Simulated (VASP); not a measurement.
# Rb (Cmcm) in VASP: notebook

Runs on Rb. Level: LDA. Tasks: single point.

Program: VASP 6.6.1. These are calculated values, not measurements. Logs are shortened: lines on timing, memory, paths and dates and some standing lists are left out, and cuts for length are marked.

## Step 1: The cell of the first run

Symmetry: Cmcm, No. 63, orthorhombic system. The conventional cell has a = 4.579 Å, b = 8.813 Å, c = 8.442 Å, α = 90.00°, β = 90.00°, γ = 90.00°.

## Step 2: Single point, LDA (strain -0.1000 x Voigt [1, 0, 0, 0, 0, 0])

Input file INCAR:

```
PREC = Accurate
ENCUT = 520
EDIFF = 1E-6
ISMEAR = 0
SIGMA = 0.15
LREAL = False
LASPH = True
NELM = 100
ALGO = Normal
ISIF = 2
LWAVE = False
LCHARG = False
NBANDS = 16
```

Input file KPOINTS:

```
Automatic mesh
0
Gamma
  12 12 6
```

Input file POSCAR:

```
Rb
1.0
    4.5793862784      0.0000000000      0.0000000000
   -2.2896931392      4.4065165009      0.0000000000
    0.0000000000      0.0000000000      8.4420579800
Rb
2
Direct
    0.3333333333      0.6666666667      0.2500000000
    0.6666666667      0.3333333333      0.7500000000
```

Potentials or basis: VASP PAW LDA potentials, release 64 (Rb_sv).

Started as:

```bash
cat potpaw_LDA.64/Rb_sv/POTCAR > POTCAR
mpirun -np 1 vasp_std > vasp.out
```

OUTCAR:

```text
PREC = Accurate
   ENCUT = 520
   EDIFF = 1E-6
   ISMEAR = 0
   LREAL = False
   LASPH = True
   NELM = 100
   ISIF = 2

 ion  position               nearest neighbor table
   1  0.333  0.667  0.250-   2 5.02   2 5.02   2 5.02   2 5.02   2 5.14   2 5.14
   2  0.667  0.333  0.750-   1 5.02   1 5.02   1 5.02   1 5.02   1 5.14   1 5.14

  LATTYP: Found a base centered orthorhombic cell.
 ALAT       =     4.5793862784
 B/A-ratio  =     1.9245008973
 C/A-ratio  =     1.8434911289

  Lattice vectors:

 A1 = (   2.2896931392,  -4.4065165009,   0.0000000000)
 A2 = (   2.2896931392,   4.4065165009,   0.0000000000)
 A3 = (   0.0000000000,   0.0000000000,   8.4420579800)

Analysis of symmetry for initial positions (statically):
=====================================================================
 Subroutine PRICEL returns:
 Original cell was already a primitive cell.

 Routine SETGRP: Setting up the symmetry group for a
 base centered orthorhombic supercell.

 Subroutine GETGRP returns: Found  8 space group operations
 (whereof  4 operations were pure point group operations)
 out of a pool of  8 trial point group operations.

The static configuration has the point symmetry C_2h.
 The point group associated with its full space group is D_2h.

Analysis of symmetry for dynamics (positions and initial velocities):
=====================================================================
 Subroutine PRICEL returns:
 Original cell was already a primitive cell.

 Routine SETGRP: Setting up the symmetry group for a
 base centered orthorhombic supercell.

 Subroutine GETGRP returns: Found  8 space group operations
 (whereof  4 operations were pure point group operations)
 out of a pool of  8 trial point group operations.

The dynamic configuration has the point symmetry C_2h.
 The point group associated with its full space group is D_2h.

 Subroutine INISYM returns: Found  8 space group operations
 (whereof  4 operations are pure point group operations),
 and found     1 'primitive' translations

----------------------------------------------------------------------------------------

                                     Primitive cell

  volume of cell :     170.3535

  direct lattice vectors                    reciprocal lattice vectors
     4.579386278  0.000000000  0.000000000     0.218369873  0.113468314  0.000000000
    -2.289693139  4.406516501  0.000000000     0.000000000  0.226936629  0.000000000
     0.000000000  0.000000000  8.442057980     0.000000000  0.000000000  0.118454529

  length of vectors
[... 77 lines left out ...]
   LNONCOLLINEAR =      F non collinear calculations
   LSORBIT =      F    spin-orbit coupling
   LASPH  =      T    aspherical Exc in radial PAW
   ENCUT  =  520.0 eV  38.22 Ry    6.18 a.u.   8.51  9.23 15.70*2*pi/ulx,y,z
   NELM   =    100;   NELMIN=  2; NELMDL= -5     # of ELM steps
   EDIFF  = 0.1E-05   stopping-criterion for ELM
   LREAL  =      F    real-space projection
   EDIFFG = 0.1E-04   stopping-criterion for IOM
   NSW    =      0    number of steps for IOM
   IBRION =     -1    ionic relax: 0-MD 1-quasi-New 2-CG
   NFREE  =      0    steps in history (QN), initial steepest desc. (CG)
   ISIF   =      2    stress and relaxation
   ISYM   =      2    0-nonsym 1-usesym 2-fastsym
   POTIM  = 0.5000    time-step for ionic-motion
   TEBEG  =    0.0;   TEEND  =   0.0 temperature during run
   PSTRESS=    0.0 pullay stress
   NELECT =      18.0000    total number of electrons
   NUPDOWN=      -1.0000    fix difference up-down
   EMIN   =  10.00;   EMAX   =-10.00  energy-range for DOS
   EFERMI =   0.00;   METHOD = LEGACY
   ISMEAR =     0;   SIGMA  =   0.15  broadening in eV -4-tet -1-fermi 0-gaus
   EFERMI_NEDOS =   21; number of points for ismear=-14 and -15
   IALGO  =     38    algorithm
   IMIX   =      4    mixing-type and parameters
     AMIX     =   0.40;   BMIX     =  1.00
     AMIX_MAG =   1.60;   BMIX_MAG =  1.00
  volume/ion in A,a.u.               =      85.18       574.80
  Fermi-wavevector in a.u.,A,eV,Ry     =   0.773954  1.462562  8.149962  0.599005
  Thomas-Fermi vector in A             =   1.875908
   LORBIT       =      0    0 simple, 1 ext, 2 COOP (PROOUT), +10 PAW based schemes
   GGA     = CA    functional components
   LHFCALC =     F    Hartree Fock is set to
   AEXX    =    0.0000 exact exchange contribution
   IVDW    =     0    specifies the selected vdW correction
   LEPSILON=     F    determine dielectric tensor
   LRPA    =     F    only Hartree local field effects (RPA)
 non-spin polarized calculation
 Gauss-broadening in eV      SIGMA  =   0.15
  energy-cutoff  :      520.00
  volume of cell :      170.35
 maximum number of plane-waves:      4624
 NGX is ok and might be reduce to    36
   NGX = 17   NGY = 19   NGZ = 31

 number of electron      18.0000000 magnetization

 Free energy of the ion-electron system (eV)
  ---------------------------------------------------
  ext. energy  EPLUGINS =         0.00000000
  ---------------------------------------------------
  free energy    TOTEN  =        -2.10426667 eV

  energy without entropy =       -2.08498634  energy(sigma->0) =       -2.09462650

 E-fermi :  -0.0628     XC(G=0):  -5.8451

 val. band max:       -0.0728575618   @ k =   0.0833   0.4167   0.3333
 cond. band min:      -0.0552170972   @ k =   0.5000   0.1667   0.0000
 fundamental gap:      0.0176404646
 Fermi energy:        -0.0628283209

 k-point     1 :       0.0000    0.0000    0.0000
  band No.  band energies     occupation
      1     -28.8266      2.00000
      2     -28.8228      2.00000
      3     -13.0292      2.00000
      4     -12.9343      2.00000
      5     -12.9273      2.00000
      6     -12.9231      2.00000
[... 433 lines left out ...]
      3     -13.0538      2.00000
      4     -13.0420      2.00000
      5     -12.9732      2.00000
      6     -12.9668      2.00000
[... 8 lines left out ...]
     15       2.7719      0.00000
     16       3.4386      0.00000

 [... further k-points ...]
[... 5 lines left out ...]
  --------------------------------------------------------------------------------------
  -------------------------------------------------------------------------------------
  Total        0.0149451     -0.3452740     -0.4606099      0.0000000      0.0000000      0.0000000
  in kB        0.1405592     -3.2473080     -4.3320435      0.0000000      0.0000000      0.0000000
  external PRESSURE =      -2.4795974 kB  Pullay stress =       0.0000000 kB

 VOLUME and BASIS-vectors are now :
 -----------------------------------------------------------------------------
  energy-cutoff  :      520.00
  volume of cell :      170.35
      direct lattice vectors                 reciprocal lattice vectors
     4.579386278  0.000000000  0.000000000     0.218369873  0.113468314  0.000000000
    -2.289693139  4.406516501  0.000000000     0.000000000  0.226936629  0.000000000
     0.000000000  0.000000000  8.442057980     0.000000000  0.000000000  0.118454529

 POSITION                                       TOTAL-FORCE (eV/Angst)
 -----------------------------------------------------------------------------------
     -0.00000      2.93768      2.11051         0.000000      0.013384      0.000000
      2.28969      1.46884      6.33154         0.000000     -0.013384      0.000000
 -----------------------------------------------------------------------------------
    total drift:                                0.000000     -0.000000      0.000000

  FREE ENERGIE OF THE ION-ELECTRON SYSTEM (eV)
  ---------------------------------------------------
  free  energy   TOTEN  =        -2.1042666665 eV

  energy  without entropy=       -2.0849863392  energy(sigma->0) =       -2.09462650
```

OSZICAR:

```text
N       E                     dE             d eps       ncg     rms          rms(c)
DAV:   1     0.112483866617E+03    0.11248E+03   -0.69556E+03  5504   0.860E+02
DAV:   2     0.965829494503E+01   -0.10283E+03   -0.99512E+02  7368   0.183E+02
DAV:   3    -0.973442126004E+00   -0.10632E+02   -0.10596E+02  7864   0.571E+01
DAV:   4    -0.210078739422E+01   -0.11273E+01   -0.11269E+01  9432   0.121E+01
DAV:   5    -0.210649894155E+01   -0.57115E-02   -0.57111E-02  7928   0.108E+00    0.183E+00
DAV:   6    -0.210457911962E+01    0.19198E-02   -0.42586E-03  7784   0.339E-01    0.111E+00
DAV:   7    -0.210419581389E+01    0.38331E-03   -0.51818E-03  7136   0.366E-01    0.666E-02
DAV:   8    -0.210425544673E+01   -0.59633E-04   -0.42449E-04  8232   0.117E-01    0.197E-02
DAV:   9    -0.210426504611E+01   -0.95994E-05   -0.13644E-05  8336   0.253E-02    0.868E-03
DAV:  10    -0.210426663241E+01   -0.15863E-05   -0.67274E-06  7464   0.146E-02    0.229E-03
DAV:  11    -0.210426666649E+01   -0.34085E-07   -0.29168E-07  5104   0.334E-03
   1 F= -.21042667E+01 E0= -.20946265E+01  d E =-.192803E-01
```

Wall time 3.4 min (1 thread of AMD EPYC 9R45 (Zen 5), shared host); peak memory 0.46 GiB.

What came out:

```
Free energy            : -2.1043 eV
Pressure               : -0.2 GPa
Largest force          : 0.013 eV/Å
Band gap on the k mesh : zero (bands 9 and 10 overlap by 2.52 eV)
```

Forces in eV/Å, atoms in the order of the input:
```
Rb   0.000  0.013  0.000
Rb   0.000 -0.013  0.000
```

Levels at points of the mesh, in eV from the Fermi level:
```csv
k point,band 6,band 7,band 8,band 9,band 10,band 11,band 12,band 13
"(0.00, 0.00, 0.00)",-12.86,-12.85,-12.84,-2.07,-0.11,0.58,3.16,3.20
"(0.50, 0.00, 0.00)",-12.90,-12.88,-12.88,0.22,0.56,1.30,1.57,2.10
"(0.00, 0.50, 0.00)",-12.88,-12.87,-12.85,-0.11,0.25,1.17,1.52,1.87
"(0.00, 0.00, 0.50)",-12.87,-12.85,-12.85,-1.42,-1.42,2.08,2.08,3.24
"(0.50, 0.00, 0.50)",-12.89,-12.89,-12.89,0.49,0.49,1.17,1.17,2.41
"(0.00, 0.50, 0.50)",-12.89,-12.86,-12.86,0.24,0.24,0.85,0.85,2.42
```

Caveat: the cell differs from its parent crystal (strain -0.1000 x Voigt [1, 0, 0, 0, 0, 0]).

## Step 3: Single point, LDA (strain +0.0750 x Voigt [1, 0, 0, 0, 0, 0])

Input file INCAR:

```
PREC = Accurate ; ENCUT = 520
EDIFF = 1E-6 ; ISMEAR = 0
SIGMA = 0.15 ; LREAL = False
LASPH = True ; NELM = 100
ALGO = Normal ; ISIF = 2
LWAVE = False ; LCHARG = False
NBANDS = 16
```

Input file KPOINTS:

```
regular mesh
0
Gamma
  12 12 6
```

Input file POSCAR:

```
Rb
1.0
    5.4698224992      0.0000000000      0.0000000000
   -2.7349112496      4.4065165009      0.0000000000
    0.0000000000      0.0000000000      8.4420579800
Rb
2
Direct
    0.3333333333      0.6666666667      0.2500000000
    0.6666666667      0.3333333333      0.7500000000
```

Potentials or basis: VASP PAW LDA potentials, release 64 (Rb_sv).

Started as:

```bash
cat potpaw_LDA.64/Rb_sv/POTCAR > POTCAR
mpirun -np 1 vasp_std > vasp.out
```

Run time: 4.4 min. Hardware: 1 thread of AMD EPYC 9R45 (Zen 5), shared host; peak memory 0.53 GiB.

It converged, with:

- Free energy: -2.0256 eV
- Pressure: -0.6 GPa
- Largest force: 0.008 eV/Å
- Band gap on the k mesh: zero (bands 9 and 10 overlap by 2.20 eV)

Forces on the atoms (eV/Å):
```
Rb   0.000 -0.008  0.000
Rb   0.000  0.008  0.000
```

Stress tensor (GPa, compression positive):
```
-0.63  0.00  0.00
 0.00 -0.52  0.00
 0.00  0.00 -0.55
```

Levels at points of the mesh, in eV from the Fermi level:
| k point | band 6 | band 7 | band 8 | band 9 | band 10 | band 11 | band 12 | band 13 |
| --- | --- | --- | --- | --- | --- | --- | --- | --- |
| (0.00, 0.00, 0.00) | -12.97 | -12.96 | -12.96 | -1.83 | 0.17 | 0.72 | 3.05 | 3.43 |
| (0.50, 0.00, 0.00) | -12.98 | -12.98 | -12.97 | -0.07 | 0.26 | 1.37 | 1.56 | 1.94 |
| (0.00, 0.50, 0.00) | -13.00 | -12.98 | -12.98 | 0.13 | 0.44 | 1.44 | 1.55 | 2.10 |
| (0.00, 0.00, 0.50) | -12.97 | -12.97 | -12.97 | -1.20 | -1.20 | 2.31 | 2.31 | 3.10 |
| (0.50, 0.00, 0.50) | -12.98 | -12.98 | -12.98 | 0.34 | 0.34 | 0.82 | 0.82 | 2.51 |
| (0.00, 0.50, 0.50) | -12.99 | -12.98 | -12.98 | 0.52 | 0.52 | 1.00 | 1.00 | 2.44 |

Caveat: the cell differs from its parent crystal (strain +0.0750 x Voigt [1, 0, 0, 0, 0, 0]).
